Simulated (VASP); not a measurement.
# CuAs (P6_3/mmc) in VASP: notebook

Runs on CuAs. Level: LDA. Tasks: single point.

Program: VASP 6.6.1. These are calculated values, not measurements. Logs are shortened: lines on timing, memory, paths and dates and some standing lists are left out, and cuts for length are marked.

### 1 The cell of the first run

It takes space group P6_3/mmc (No. 194, hexagonal). The conventional cell has a = 3.956 Å, b = 3.956 Å, c = 4.469 Å, α = 90.00°, β = 90.00°, γ = 120.00°. Cu (site symmetry -3m) has 2 Cu at 2.23 Å and 6 As at 2.54 Å within 3.0 Å. As (site symmetry -6m2) has 6 Cu at 2.54 Å and 6 As at 3.20 Å within 3.4 Å.

### 2 Single point, LDA

Contents of INCAR:

```
SYSTEM = CuAs
ALGO     = Normal         ! electronic algorithm
EDIFF    = 1E-6           ! SCF threshold, eV
ENCUT    = 520            ! plane-wave cutoff, eV
ISIF     = 2              ! what is computed and relaxed
ISMEAR   = 0              ! smearing method
LASPH    = .TRUE.         ! aspherical terms in the spheres
LCHARG   = .TRUE.         ! write CHGCAR
LELF     = .TRUE.         ! ELF
LREAL    = .FALSE.        ! projectors in reciprocal space
LVHAR    = .TRUE.       
LWAVE    = .FALSE.        ! write WAVECAR
NBANDS   = 24             ! bands
NELM     = 60             ! most SCF steps
PREC     = Accurate       ! precision mode
SIGMA    = 0.15           ! smearing width, eV
```

Contents of KPOINTS:

```
k-points
0
G
  12 12 8
  0 0 0
```

Contents of POSCAR:

```
CuAs
1.0
    3.9561000000      0.0000000000      0.0000000000
   -1.9780500000      3.4260830999      0.0000000000
    0.0000000000      0.0000000000      4.4694000000
Cu As
2 2
Direct
    0.0000000000      0.0000000000      0.5000000000
    0.0000000000      0.0000000000      0.0000000000
    0.6666666667      0.3333333333      0.7500000000
    0.3333333333      0.6666666667      0.2500000000
```

Potentials or basis: VASP PAW LDA potentials, release 64 (Cu, As).

On the command line:

```
> cat potpaw_LDA.64/Cu/POTCAR potpaw_LDA.64/As/POTCAR > POTCAR
> mpirun -np 1 vasp_std > vasp.out
```

OUTCAR:

```text
SYSTEM = CuAs
   EDIFF = 1E-6
   ENCUT = 520
   ISIF = 2
   ISMEAR = 0
   LASPH = .TRUE.
   LREAL = .FALSE.
   NELM = 60
   PREC = Accurate

 ion  position               nearest neighbor table
   1  0.000  0.000  0.500-   2 2.23   2 2.23   4 2.54   3 2.54   4 2.54   3 2.54   3 2.54   4 2.54

   2  0.000  0.000  0.000-   1 2.23   1 2.23   4 2.54   3 2.54   4 2.54   3 2.54   3 2.54   4 2.54

   3  0.667  0.333  0.750-   1 2.54   2 2.54   1 2.54   2 2.54   1 2.54   2 2.54
   4  0.333  0.667  0.250-   1 2.54   2 2.54   1 2.54   2 2.54   1 2.54   2 2.54

  LATTYP: Found a hexagonal cell.
 ALAT       =     3.9561000000
 C/A-ratio  =     1.1297489952

  Lattice vectors:

 A1 = (   3.9561000000,   0.0000000000,   0.0000000000)
 A2 = (  -1.9780500000,   3.4260830999,   0.0000000000)
 A3 = (   0.0000000000,   0.0000000000,   4.4694000000)

Analysis of symmetry for initial positions (statically):
=====================================================================
 Subroutine PRICEL returns:
 Original cell was already a primitive cell.

 Routine SETGRP: Setting up the symmetry group for a
 hexagonal supercell.

 Subroutine GETGRP returns: Found 24 space group operations
 (whereof 12 operations were pure point group operations)
 out of a pool of 24 trial point group operations.

The static configuration has the point symmetry D_3d.
 The point group associated with its full space group is D_6h.

Analysis of symmetry for dynamics (positions and initial velocities):
=====================================================================
 Subroutine PRICEL returns:
 Original cell was already a primitive cell.

 Routine SETGRP: Setting up the symmetry group for a
 hexagonal supercell.

 Subroutine GETGRP returns: Found 24 space group operations
 (whereof 12 operations were pure point group operations)
 out of a pool of 24 trial point group operations.

The dynamic configuration has the point symmetry D_3d.
 The point group associated with its full space group is D_6h.

 Subroutine INISYM returns: Found 24 space group operations
 (whereof 12 operations are pure point group operations),
 and found     1 'primitive' translations

----------------------------------------------------------------------------------------

                                     Primitive cell

  volume of cell :      60.5779

  direct lattice vectors                    reciprocal lattice vectors
     3.956100000  0.000000000  0.000000000     0.252774197  0.145939251  0.000000000
    -1.978050000  3.426083100  0.000000000     0.000000000  0.291878501  0.000000000
     0.000000000  0.000000000  4.469400000     0.000000000  0.000000000  0.223743679

  length of vectors
     3.956100000  3.956100000  4.469400000     0.291878501  0.291878501  0.223743679

  position of ions in fractional coordinates (direct lattice)
     0.000000000  0.000000000  0.500000000
     0.000000000  0.000000000  0.000000000
     0.666666667  0.333333333  0.750000000
     0.333333333  0.666666667  0.250000000

  ion indices of the primitive-cell ions
   primitive index   ion index
                 1           1
                 2           2
                 3           3
                 4           4

----------------------------------------------------------------------------------------

 KPOINTS: k-points

Automatic generation of k-mesh.
 Grid dimensions read from file:
 generate k-points for:   12   12    8

 Generating k-lattice:

  Cartesian coordinates                     Fractional coordinates (reciprocal lattice)
     0.021064516  0.012161604  0.000000000     0.083333333 -0.000000000  0.000000000
     0.000000000  0.024323208  0.000000000     0.000000000  0.083333333  0.000000000
     0.000000000  0.000000000  0.027967960     0.000000000  0.000000000  0.125000000

  Length of vectors
     0.024323208  0.024323208  0.027967960

  Shift w.r.t. Gamma in fractional coordinates (k-lattice)
     0.000000000  0.000000000  0.000000000

 Subroutine IBZKPT returns following result:
 ===========================================

 Found     95 irreducible k-points:

 Following reciprocal coordinates:
            Coordinates               Weight
  0.000000  0.000000  0.000000      1.000000
  0.083333 -0.000000  0.000000      6.000000
  0.166667  0.000000  0.000000      6.000000
  0.250000  0.000000  0.000000      6.000000
  0.333333  0.000000  0.000000      6.000000
  0.416667  0.000000  0.000000      6.000000
[... 16 lines left out ...]
  0.250000  0.000000  0.125000     12.000000
  0.333333  0.000000  0.125000     12.000000
 [... further k-points ...]
   k-points           NKPTS =     95   k-points in BZ     NKDIM =     95   number of bands    NBANDS=     24
   number of dos      NEDOS =    301   number of ions     NIONS =      4
   total plane-waves  NPLWV =  32400
   dimension x,y,z NGX =    30 NGY =   30 NGZ =   36
   dimension x,y,z NGXF=    60 NGYF=   60 NGZF=   72
   ions per type =               2   2
   NGX,Y,Z   is equivalent  to a cutoff of  12.61, 12.61, 13.39 a.u.
   NGXF,Y,Z  is equivalent  to a cutoff of  25.21, 25.21, 26.78 a.u.
 SYSTEM =  CuAs
   PREC   = accura    normal or accurate (medium, high low for compatibility)
   ISTART =      0    job   : 0-new  1-cont  2-samecut
   ICHARG =      2    charge: 1-file 2-atom 10-const
   ISPIN  =      1    spin polarized calculation?
   LNONCOLLINEAR =      F non collinear calculations
   LSORBIT =      F    spin-orbit coupling
   LASPH  =      T    aspherical Exc in radial PAW
   ENCUT  =  520.0 eV  38.22 Ry    6.18 a.u.   7.36  7.36  8.31*2*pi/ulx,y,z
   NELM   =     60;   NELMIN=  2; NELMDL= -5     # of ELM steps
   EDIFF  = 0.1E-05   stopping-criterion for ELM
   LREAL  =      F    real-space projection
   EDIFFG = 0.1E-04   stopping-criterion for IOM
   NSW    =      0    number of steps for IOM
   IBRION =     -1    ionic relax: 0-MD 1-quasi-New 2-CG
   NFREE  =      0    steps in history (QN), initial steepest desc. (CG)
   ISIF   =      2    stress and relaxation
   ISYM   =      2    0-nonsym 1-usesym 2-fastsym
   POTIM  = 0.5000    time-step for ionic-motion
   TEBEG  =    0.0;   TEEND  =   0.0 temperature during run
   PSTRESS=    0.0 pullay stress
   NELECT =      32.0000    total number of electrons
   NUPDOWN=      -1.0000    fix difference up-down
   EMIN   =  10.00;   EMAX   =-10.00  energy-range for DOS
   EFERMI =   0.00;   METHOD = LEGACY
   ISMEAR =     0;   SIGMA  =   0.15  broadening in eV -4-tet -1-fermi 0-gaus
   EFERMI_NEDOS =   21; number of points for ismear=-14 and -15
   IALGO  =     38    algorithm
   IMIX   =      4    mixing-type and parameters
     AMIX     =   0.40;   BMIX     =  1.00
     AMIX_MAG =   1.60;   BMIX_MAG =  1.00
  volume/ion in A,a.u.               =      15.14       102.20
  Fermi-wavevector in a.u.,A,eV,Ry     =   1.323386  2.500838 23.828588  1.751352
  Thomas-Fermi vector in A             =   2.452998
   LORBIT       =      0    0 simple, 1 ext, 2 COOP (PROOUT), +10 PAW based schemes
   GGA     = CA    functional components
   LHFCALC =     F    Hartree Fock is set to
   AEXX    =    0.0000 exact exchange contribution
   IVDW    =     0    specifies the selected vdW correction
   LEPSILON=     F    determine dielectric tensor
   LRPA    =     F    only Hartree local field effects (RPA)
 non-spin polarized calculation
 Gauss-broadening in eV      SIGMA  =   0.15
  energy-cutoff  :      520.00
  volume of cell :       60.58
 maximum number of plane-waves:      1666
 NGX is ok and might be reduce to    30
   NGX = 15   NGY = 15   NGZ = 17

 number of electron      32.0000015 magnetization

 Free energy of the ion-electron system (eV)
  ---------------------------------------------------
  ext. energy  EPLUGINS =         0.00000000
  ---------------------------------------------------
  free energy    TOTEN  =       -19.79722082 eV

  energy without entropy =      -19.77272766  energy(sigma->0) =      -19.78497424

 E-fermi :   7.1277     XC(G=0): -11.7091

 val. band max:        7.1156496883   @ k =   0.4167   0.1667   0.0000
 cond. band min:       7.1284226278   @ k =   0.1667   0.0833   0.3750
 fundamental gap:      0.0127729394
 Fermi energy:         7.1277104113

 k-point     1 :       0.0000    0.0000    0.0000
  band No.  band energies     occupation
      1      -6.8901      2.00000
      2      -2.2420      2.00000
      3       1.2427      2.00000
      4       1.7079      2.00000
      5       1.7079      2.00000
      6       1.7459      2.00000
[... 16 lines left out ...]
     23      16.2210      0.00000
     24      16.2210      0.00000

 k-point     2 :       0.0833   -0.0000    0.0000
  band No.  band energies     occupation
      1      -6.8135      2.00000
      2      -2.3066      2.00000
      3       1.3273      2.00000
      4       1.7234      2.00000
      5       1.7260      2.00000
      6       1.8066      2.00000
[... 16 lines left out ...]
     23      15.3906      0.00000
     24      15.6108      0.00000

 k-point     3 :       0.1667    0.0000    0.0000
  band No.  band energies     occupation
      1      -6.5864      2.00000
      2      -2.4926      2.00000
      3       1.5767      2.00000
      4       1.6315      2.00000
      5       1.7769      2.00000
      6       2.0829      2.00000
[... 16 lines left out ...]
     23      14.4277      0.00000
     24      14.7871      0.00000

 k-point     4 :       0.2500    0.0000    0.0000
  band No.  band energies     occupation
      1      -6.2190      2.00000
      2      -2.7881      2.00000
      3       1.3563      2.00000
      4       1.8482      2.00000
      5       1.9744      2.00000
      6       2.2393      2.00000
[... 16 lines left out ...]
     23      14.4082      0.00000
     24      14.5608      0.00000

 k-point     5 :       0.3333    0.0000    0.0000
  band No.  band energies     occupation
      1      -5.7332      2.00000
      2      -3.1909      2.00000
      3       0.8491      2.00000
      4       1.9170      2.00000
      5       2.0855      2.00000
      6       2.4664      2.00000
[... 16 lines left out ...]
     23      14.8246      0.00000
     24      15.5006      0.00000

 k-point     6 :       0.4167    0.0000    0.0000
  band No.  band energies     occupation
      1      -5.1819      2.00000
      2      -3.6814      2.00000
      3       0.4033      2.00000
      4       1.9608      2.00000
      5       2.0229      2.00000
      6       2.8457      2.00000
[... 16 lines left out ...]
     23      16.0146      0.00000
     24      16.5980      0.00000
[... 379 lines left out ...]
 k-point    21 :       0.0833   -0.0000    0.1250
  band No.  band energies     occupation
      1      -6.7108      2.00000
      2      -2.6878      2.00000
      3       1.5083      2.00000
      4       1.7821      2.00000
      5       1.8263      2.00000
      6       2.0509      2.00000
[... 16 lines left out ...]
     23      14.5120      0.00000
     24      15.3062      0.00000

 k-point    22 :       0.1667    0.0000    0.1250
  band No.  band energies     occupation
      1      -6.4862      2.00000
      2      -2.7810      2.00000
      3       1.4444      2.00000
      4       1.7519      2.00000
      5       1.8301      2.00000
      6       2.4622      2.00000
[... 16 lines left out ...]
     23      13.7602      0.00000
     24      15.3035      0.00000

 k-point    23 :       0.2500    0.0000    0.1250
  band No.  band energies     occupation
      1      -6.1234      2.00000
      2      -2.9654      2.00000
      3       1.3067      2.00000
      4       1.7172      2.00000
      5       1.8969      2.00000
      6       2.3584      2.00000
[... 16 lines left out ...]
     23      14.6691      0.00000
     24      15.3757      0.00000

 k-point    24 :       0.3333    0.0000    0.1250
  band No.  band energies     occupation
      1      -5.6456      2.00000
      2      -3.2694      2.00000
      3       0.8172      2.00000
      4       1.9178      2.00000
      5       1.9605      2.00000
      6       2.2837      2.00000
[... 16 lines left out ...]
     23      15.3702      0.00000
     24      15.8726      0.00000

 [... further k-points ...]
[... 5 lines left out ...]
  --------------------------------------------------------------------------------------
  -------------------------------------------------------------------------------------
  Total       -2.2026264     -2.2026264      5.8782458      0.0000000      0.0000000      0.0000000
  in kB      -58.2555148    -58.2555148    155.4690497      0.0000000      0.0000000      0.0000000
  external PRESSURE =      12.9860067 kB  Pullay stress =       0.0000000 kB

 VOLUME and BASIS-vectors are now :
 -----------------------------------------------------------------------------
  energy-cutoff  :      520.00
  volume of cell :       60.58
      direct lattice vectors                 reciprocal lattice vectors
     3.956100000  0.000000000  0.000000000     0.252774197  0.145939251  0.000000000
    -1.978050000  3.426083100  0.000000000     0.000000000  0.291878501  0.000000000
     0.000000000  0.000000000  4.469400000     0.000000000  0.000000000  0.223743679

 POSITION                                       TOTAL-FORCE (eV/Angst)
 -----------------------------------------------------------------------------------
      0.00000      0.00000      2.23470        -0.000000     -0.000000      0.000000
      0.00000      0.00000      0.00000        -0.000000     -0.000000      0.000000
      1.97805      1.14203      3.35205        -0.000000      0.000000      0.000000
     -0.00000      2.28406      1.11735         0.000000     -0.000000      0.000000
 -----------------------------------------------------------------------------------
    total drift:                               -0.000000      0.000000      0.000000

  FREE ENERGIE OF THE ION-ELECTRON SYSTEM (eV)
  ---------------------------------------------------
  free  energy   TOTEN  =       -19.7972208163 eV

  energy  without entropy=      -19.7727276603  energy(sigma->0) =      -19.78497424
```

Wall time 3.6 min (1 thread of AMD EPYC 7R43 (Zen 3), shared host); peak memory 0.2 GiB.

Results:

| Item | Value |
| --- | --- |
| Free energy | -19.7972 eV |
| Pressure | 1.3 GPa |
| Band gap on the k mesh | zero (band 16 reaches 7.85 eV, above the bottom of band 17 at 6.43 eV) |

[end of part 1 of 2]
